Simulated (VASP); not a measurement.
# GaN (F-43m) in VASP: further runs

The runs below take GaN through single point, with PBE.

Everything below comes from runs of VASP 6.6.1. Logs are shortened: lines on timing, memory, paths and dates and some standing lists are left out, and cuts for length are marked.

## Step 1: The cell of the first run

It takes space group F-43m (No. 216, cubic). The conventional cell has a = 4.588 Å, b = 4.588 Å, c = 4.588 Å, α = 90.00°, β = 90.00°, γ = 90.00°. Within 2.6 Å of Ga (site symmetry -43m) lie 4 N at 1.99 Å. Within 2.6 Å of N (site symmetry -43m) lie 4 Ga at 1.99 Å.

## Step 2: Single point, PBE (strain +2.0%)

INCAR

```
PREC = Accurate ; ENCUT = 520
EDIFF = 1E-6 ; ISMEAR = 0
SIGMA = 0.01 ; LREAL = False
LASPH = True ; NELM = 80
ALGO = Normal ; ISIF = 2
LWAVE = False ; LCHARG = True
GGA = PE ; LELF = True
LVHAR = True ; NBANDS = 16
```

KPOINTS

```
Automatic mesh
0
Gamma
  6 6 6
```

POSCAR

```
GaN
1.0
    0.0000000000      2.2939315919      2.2939315919
    2.2939315919      0.0000000000      2.2939315919
    2.2939315919      2.2939315919      0.0000000000
Ga N
1 1
Direct
    0.0000000000      0.0000000000      0.0000000000
    0.2500000000      0.2500000000      0.2500000000
```

Potentials or basis: VASP PAW PBE potentials, release 64 (Ga_d, N).

Command:

```sh
cat potpaw_PBE.64/Ga_d/POTCAR potpaw_PBE.64/N/POTCAR > POTCAR
mpirun -np 1 vasp_std > vasp.out
```

OUTCAR:

```text
PREC = Accurate
   ENCUT = 520
   EDIFF = 1E-6
   ISMEAR = 0
   LREAL = False
   LASPH = True
   NELM = 80
   ISIF = 2
   GGA = PE

 ion  position               nearest neighbor table
   1  0.000  0.000  0.000-   2 1.99   2 1.99   2 1.99   2 1.99
   2  0.250  0.250  0.250-   1 1.99   1 1.99   1 1.99   1 1.99

  LATTYP: Found a face centered cubic cell.
 ALAT       =     4.5878631838

  Lattice vectors:

 A1 = (   0.0000000000,   2.2939315919,   2.2939315919)
 A2 = (   2.2939315919,   0.0000000000,   2.2939315919)
 A3 = (   2.2939315919,   2.2939315919,   0.0000000000)

Analysis of symmetry for initial positions (statically):
=====================================================================
 Subroutine PRICEL returns:
 Original cell was already a primitive cell.

 Routine SETGRP: Setting up the symmetry group for a
 face centered cubic supercell.

 Subroutine GETGRP returns: Found 24 space group operations
 (whereof 24 operations were pure point group operations)
 out of a pool of 48 trial point group operations.

The static configuration has the point symmetry T_d .

Analysis of symmetry for dynamics (positions and initial velocities):
=====================================================================
 Subroutine PRICEL returns:
 Original cell was already a primitive cell.

 Routine SETGRP: Setting up the symmetry group for a
 face centered cubic supercell.

 Subroutine GETGRP returns: Found 24 space group operations
 (whereof 24 operations were pure point group operations)
 out of a pool of 48 trial point group operations.

The dynamic configuration has the point symmetry T_d .

 Subroutine INISYM returns: Found 24 space group operations
 (whereof 24 operations are pure point group operations),
 and found     1 'primitive' translations

----------------------------------------------------------------------------------------

                                     Primitive cell

  volume of cell :      24.1419

  direct lattice vectors                    reciprocal lattice vectors
     0.000000000  2.293931592  2.293931592    -0.217966395  0.217966395  0.217966395
     2.293931592  0.000000000  2.293931592     0.217966395 -0.217966395  0.217966395
     2.293931592  2.293931592  0.000000000     0.217966395  0.217966395 -0.217966395

  length of vectors
     3.244109168  3.244109168  3.244109168     0.377528871  0.377528871  0.377528871

  position of ions in fractional coordinates (direct lattice)
     0.000000000  0.000000000  0.000000000
     0.250000000  0.250000000  0.250000000

  ion indices of the primitive-cell ions
   primitive index   ion index
                 1           1
                 2           2

----------------------------------------------------------------------------------------

 KPOINTS: Automatic mesh

Automatic generation of k-mesh.
 Grid dimensions read from file:
 generate k-points for:    6    6    6

 Generating k-lattice:

  Cartesian coordinates                     Fractional coordinates (reciprocal lattice)
    -0.036327733  0.036327733  0.036327733     0.166666667  0.000000000  0.000000000
     0.036327733 -0.036327733  0.036327733     0.000000000  0.166666667  0.000000000
     0.036327733  0.036327733 -0.036327733     0.000000000  0.000000000  0.166666667

  Length of vectors
     0.062921478  0.062921478  0.062921478

  Shift w.r.t. Gamma in fractional coordinates (k-lattice)
     0.000000000  0.000000000  0.000000000

 Subroutine IBZKPT returns following result:
 ===========================================

 Found     16 irreducible k-points:

 Following reciprocal coordinates:
            Coordinates               Weight
  0.000000  0.000000  0.000000      1.000000
  0.166667  0.000000  0.000000      8.000000
  0.333333  0.000000  0.000000      8.000000
  0.500000  0.000000  0.000000      4.000000
  0.166667  0.166667  0.000000      6.000000
  0.333333  0.166667  0.000000     24.000000
[... 8 lines left out ...]
 -0.333333  0.333333  0.166667     24.000000
 -0.333333  0.500000  0.166667     12.000000
   k-points           NKPTS =     16   k-points in BZ     NKDIM =     16   number of bands    NBANDS=     16
   number of dos      NEDOS =    301   number of ions     NIONS =      2
   total plane-waves  NPLWV =  13824
   dimension x,y,z NGX =    24 NGY =   24 NGZ =   24
   dimension x,y,z NGXF=    48 NGYF=   48 NGZF=   48
   ions per type =               1   1
   NGX,Y,Z   is equivalent  to a cutoff of  12.30, 12.30, 12.30 a.u.
   NGXF,Y,Z  is equivalent  to a cutoff of  24.60, 24.60, 24.60 a.u.
 SYSTEM =  unknown system
   PREC   = accura    normal or accurate (medium, high low for compatibility)
   ISTART =      0    job   : 0-new  1-cont  2-samecut
   ICHARG =      2    charge: 1-file 2-atom 10-const
   ISPIN  =      1    spin polarized calculation?
   LNONCOLLINEAR =      F non collinear calculations
   LSORBIT =      F    spin-orbit coupling
   LASPH  =      T    aspherical Exc in radial PAW
   ENCUT  =  520.0 eV  38.22 Ry    6.18 a.u.   6.03  6.03  6.03*2*pi/ulx,y,z
   NELM   =     80;   NELMIN=  2; NELMDL= -5     # of ELM steps
   EDIFF  = 0.1E-05   stopping-criterion for ELM
   LREAL  =      F    real-space projection
   EDIFFG = 0.1E-04   stopping-criterion for IOM
   NSW    =      0    number of steps for IOM
   IBRION =     -1    ionic relax: 0-MD 1-quasi-New 2-CG
   NFREE  =      0    steps in history (QN), initial steepest desc. (CG)
   ISIF   =      2    stress and relaxation
   ISYM   =      2    0-nonsym 1-usesym 2-fastsym
   POTIM  = 0.5000    time-step for ionic-motion
   TEBEG  =    0.0;   TEEND  =   0.0 temperature during run
   PSTRESS=    0.0 pullay stress
   NELECT =      18.0000    total number of electrons
   NUPDOWN=      -1.0000    fix difference up-down
   EMIN   =  10.00;   EMAX   =-10.00  energy-range for DOS
   EFERMI =   0.00;   METHOD = LEGACY
   ISMEAR =     0;   SIGMA  =   0.01  broadening in eV -4-tet -1-fermi 0-gaus
   EFERMI_NEDOS =   21; number of points for ismear=-14 and -15
   IALGO  =     38    algorithm
   IMIX   =      4    mixing-type and parameters
     AMIX     =   0.40;   BMIX     =  1.00
     AMIX_MAG =   1.60;   BMIX_MAG =  1.00
  volume/ion in A,a.u.               =      12.07        81.46
  Fermi-wavevector in a.u.,A,eV,Ry     =   1.484483  2.805266 29.983016  2.203690
  Thomas-Fermi vector in A             =   2.598014
   LORBIT       =      0    0 simple, 1 ext, 2 COOP (PROOUT), +10 PAW based schemes
   GGA     = PE    functional components
   LHFCALC =     F    Hartree Fock is set to
   AEXX    =    0.0000 exact exchange contribution
   IVDW    =     0    specifies the selected vdW correction
   LEPSILON=     F    determine dielectric tensor
   LRPA    =     F    only Hartree local field effects (RPA)
 non-spin polarized calculation
 Gauss-broadening in eV      SIGMA  =   0.01
  energy-cutoff  :      520.00
  volume of cell :       24.14
 maximum number of plane-waves:       660
   NGX = 13   NGY = 13   NGZ = 13

 number of electron      17.9999984 magnetization

 Free energy of the ion-electron system (eV)
  ---------------------------------------------------
  ext. energy  EPLUGINS =         0.00000000
  ---------------------------------------------------
  free energy    TOTEN  =       -12.14114260 eV

  energy without entropy =      -12.14114260  energy(sigma->0) =      -12.14114260

 E-fermi :   4.8645     XC(G=0): -11.3832

 val. band max:        4.7233926199   @ k =   0.0000   0.0000   0.0000
 cond. band min:       6.1017251354   @ k =   0.0000   0.0000   0.0000
 fundamental gap:      1.3783325155
 Fermi energy:         4.8645447263

 k-point     1 :       0.0000    0.0000    0.0000
  band No.  band energies     occupation
      1     -10.7710      2.00000
      2      -8.6921      2.00000
      3      -8.6921      2.00000
      4      -8.6921      2.00000
      5      -8.4230      2.00000
      6      -8.4230      2.00000
[... 8 lines left out ...]
     15      23.1712      0.00000
     16      23.1712      0.00000

 k-point     2 :       0.1667    0.0000    0.0000
  band No.  band energies     occupation
      1     -10.5237      2.00000
      2      -8.6632      2.00000
      3      -8.6632      2.00000
      4      -8.5524      2.00000
      5      -8.4240      2.00000
      6      -8.4240      2.00000
[... 8 lines left out ...]
     15      21.2875      0.00000
     16      21.2875      0.00000

 k-point     3 :       0.3333    0.0000    0.0000
  band No.  band energies     occupation
      1     -10.1489      2.00000
      2      -8.6250      2.00000
      3      -8.6250      2.00000
      4      -8.4047      2.00000
      5      -8.4047      2.00000
      6      -7.8803      2.00000
[... 8 lines left out ...]
     15      21.9432      0.00000
     16      21.9432      0.00000

 k-point     4 :       0.5000    0.0000    0.0000
  band No.  band energies     occupation
      1     -10.0423      2.00000
      2      -8.6178      2.00000
      3      -8.6178      2.00000
      4      -8.3822      2.00000
      5      -8.3822      2.00000
      6      -7.1668      2.00000
[... 8 lines left out ...]
     15      23.7519      0.00000
     16      23.7519      0.00000

 k-point     5 :       0.1667    0.1667    0.0000
  band No.  band energies     occupation
      1     -10.4466      2.00000
      2      -8.6332      2.00000
      3      -8.6332      2.00000
      4      -8.5652      2.00000
      5      -8.4213      2.00000
      6      -8.4065      2.00000
[... 8 lines left out ...]
     15      24.6620      0.00000
     16      24.7980      0.00000

 k-point     6 :       0.3333    0.1667    0.0000
  band No.  band energies     occupation
      1     -10.1382      2.00000
      2      -8.6070      2.00000
      3      -8.5826      2.00000
      4      -8.4876      2.00000
      5      -8.3882      2.00000
      6      -7.9771      2.00000
[... 8 lines left out ...]
     15      23.6842      0.00000
     16      24.2356      0.00000

 k-point     7 :       0.5000    0.1667    0.0000
  band No.  band energies     occupation
      1      -9.9976      2.00000
      2      -8.6087      2.00000
      3      -8.5702      2.00000
      4      -8.4376      2.00000
      5      -8.3799      2.00000
      6      -7.0865      2.00000
[... 8 lines left out ...]
     15      23.5581      0.00000
     16      24.4075      0.00000

 k-point     8 :      -0.3333    0.1667    0.0000
  band No.  band energies     occupation
      1     -10.0257      2.00000
      2      -8.6110      2.00000
      3      -8.5819      2.00000
      4      -8.4182      2.00000
      5      -8.4141      2.00000
      6      -7.3317      2.00000
[... 8 lines left out ...]
     15      21.3737      0.00000
     16      24.0122      0.00000

 k-point     9 :      -0.1667    0.1667    0.0000
  band No.  band energies     occupation
      1     -10.2467      2.00000
      2      -8.6273      2.00000
      3      -8.6251      2.00000
      4      -8.4409      2.00000
      5      -8.4338      2.00000
      6      -8.1871      2.00000
[... 8 lines left out ...]
     15      21.1211      0.00000
     16      24.0490      0.00000

 k-point    10 :       0.3333    0.3333    0.0000
  band No.  band energies     occupation
      1     -10.0115      2.00000
      2      -8.5702      2.00000
      3      -8.5050      2.00000
      4      -8.5050      2.00000
      5      -8.3734      2.00000
      6      -7.6310      2.00000
[... 8 lines left out ...]
     15      26.2466      0.00000
     16      26.7155      0.00000

 k-point    11 :       0.5000    0.3333    0.0000
  band No.  band energies     occupation
      1      -9.9346      2.00000
      2      -8.5863      2.00000
      3      -8.4805      2.00000
      4      -8.4758      2.00000
      5      -8.3704      2.00000
      6      -6.8817      2.00000
[... 8 lines left out ...]
     15      26.3199      0.00000
     16      26.5356      0.00000

 k-point    12 :      -0.3333    0.3333    0.0000
  band No.  band energies     occupation
      1      -9.9366      2.00000
      2      -8.5948      2.00000
      3      -8.5026      2.00000
      4      -8.4594      2.00000
      5      -8.4065      2.00000
      6      -6.6993      2.00000
[... 8 lines left out ...]
     15      23.1556      0.00000
     16      26.7146      0.00000

 k-point    13 :       0.5000    0.5000    0.0000
  band No.  band energies     occupation
      1      -9.9166      2.00000
      2      -8.6122      2.00000
      3      -8.4351      2.00000
      4      -8.4351      2.00000
      5      -8.3569      2.00000
      6      -6.7342      2.00000
[... 8 lines left out ...]
     15      25.5615      0.00000
     16      28.8544      0.00000

 k-point    14 :       0.5000    0.3333    0.1667
  band No.  band energies     occupation
      1      -9.9852      2.00000
      2      -8.5773      2.00000
      3      -8.5552      2.00000
      4      -8.4703      2.00000
      5      -8.3904      2.00000
      6      -7.2576      2.00000
[... 8 lines left out ...]
     15      24.0252      0.00000
     16      26.2773      0.00000

 k-point    15 :      -0.3333    0.3333    0.1667
  band No.  band energies     occupation
      1      -9.9364      2.00000
      2      -8.5878      2.00000
      3      -8.5317      2.00000
      4      -8.4414      2.00000
      5      -8.4019      2.00000
      6      -6.6982      2.00000
[... 8 lines left out ...]
     15      23.1165      0.00000
     16      26.6970      0.00000

 k-point    16 :      -0.3333    0.5000    0.1667
  band No.  band energies     occupation
      1      -9.9131      2.00000
      2      -8.5752      2.00000
      3      -8.5206      2.00000
      4      -8.4285      2.00000
      5      -8.3881      2.00000
      6      -6.5560      2.00000
[... 8 lines left out ...]
     15      24.8375      0.00000
     16      26.8212      0.00000

------------------------ aborting loop because EDIFF is reached ----------------------------------------

  FORCE on cell =-STRESS in cart. coord.  units (eV):
  Direction    XX          YY          ZZ          XY          YZ          ZX
  --------------------------------------------------------------------------------------
  -------------------------------------------------------------------------------------
  Total       -0.6199312     -0.6199312     -0.6199312      0.0000000      0.0000000     -0.0000000
  in kB      -41.1417446    -41.1417446    -41.1417446      0.0000000      0.0000000     -0.0000000
  external PRESSURE =     -41.1417446 kB  Pullay stress =       0.0000000 kB

 VOLUME and BASIS-vectors are now :
 -----------------------------------------------------------------------------
  energy-cutoff  :      520.00
  volume of cell :       24.14
      direct lattice vectors                 reciprocal lattice vectors
     0.000000000  2.293931592  2.293931592    -0.217966395  0.217966395  0.217966395
     2.293931592  0.000000000  2.293931592     0.217966395 -0.217966395  0.217966395
     2.293931592  2.293931592  0.000000000     0.217966395  0.217966395 -0.217966395

 POSITION                                       TOTAL-FORCE (eV/Angst)
 -----------------------------------------------------------------------------------
      0.00000      0.00000      0.00000        -0.000000     -0.000000     -0.000000
      1.14697      1.14697      1.14697         0.000000      0.000000      0.000000
 -----------------------------------------------------------------------------------
    total drift:                                0.000002      0.000002      0.000001

  FREE ENERGIE OF THE ION-ELECTRON SYSTEM (eV)
  ---------------------------------------------------
  free  energy   TOTEN  =       -12.1411425983 eV

  energy  without entropy=      -12.1411425983  energy(sigma->0) =      -12.14114260
```

It took 9.1 s on 1 thread of Intel Xeon Platinum 8375C at 2.90GHz (Ice Lake), shared host; peak memory 0.14 GiB.

What came out:

- Free energy: -12.1411 eV
- Pressure: -4.1 GPa
- Band gap on the k mesh: 1.38 eV

Caveat: the cell differs from its parent crystal (strain +2.0%); the cell stands under tension.

## Step 3: Single point, PBE (strain +3.0%)

INCAR

```
ALGO = Normal ; EDIFF = 1E-6
ENCUT = 520 ; GGA = PE
ISIF = 2 ; ISMEAR = 0
LASPH = True ; LCHARG = False
LREAL = False ; LWAVE = False
NBANDS = 16 ; NELM = 60
PREC = Accurate ; SIGMA = 0.01
```

KPOINTS

```
k-points
0
Gamma
  6 6 6
```

POSCAR

```
GaN
1.0
    0.0000000000      2.3164211173      2.3164211173
    2.3164211173      0.0000000000      2.3164211173
    2.3164211173      2.3164211173      0.0000000000
Ga N
1 1
Direct
    0.0000000000      0.0000000000      0.0000000000
    0.2500000000      0.2500000000      0.2500000000
```

Potentials or basis: VASP PAW PBE potentials, release 64 (Ga_d, N).

Command:

```sh
cat potpaw_PBE.64/Ga_d/POTCAR potpaw_PBE.64/N/POTCAR > POTCAR
mpirun -np 1 vasp_std > vasp.out
```

It took 9.9 s on 1 thread of Intel Xeon Platinum 8375C at 2.90GHz (Ice Lake), shared host; peak memory 0.13 GiB.

It converged, with:

| Quantity | Value |
| --- | --- |
| Free energy | -12.1135 eV |
| Pressure | -8.3 GPa |
| Band gap on the k mesh | 1.19 eV |

Levels at points of the mesh, in eV from the valence-band top:
| k point | band 5 | band 6 | band 7 | band 8 | band 9 | band 10 | band 11 | band 12 | band 13 | band 14 |
| --- | --- | --- | --- | --- | --- | --- | --- | --- | --- | --- |
| (0.00, 0.00, 0.00) | -13.16 | -13.16 | 0.00 | 0.00 | 0.00 | 1.19 | 9.78 | 9.78 | 9.78 | 16.49 |
| (0.50, 0.00, 0.00) | -13.13 | -11.90 | -6.53 | -0.87 | -0.87 | 4.08 | 8.30 | 9.93 | 9.93 | 14.96 |
| (0.50, 0.50, 0.00) | -13.10 | -11.46 | -5.80 | -2.43 | -2.43 | 3.32 | 6.15 | 11.16 | 13.10 | 13.10 |

Caveat: the cell differs from its parent crystal (strain +3.0%); the cell stands under tension.
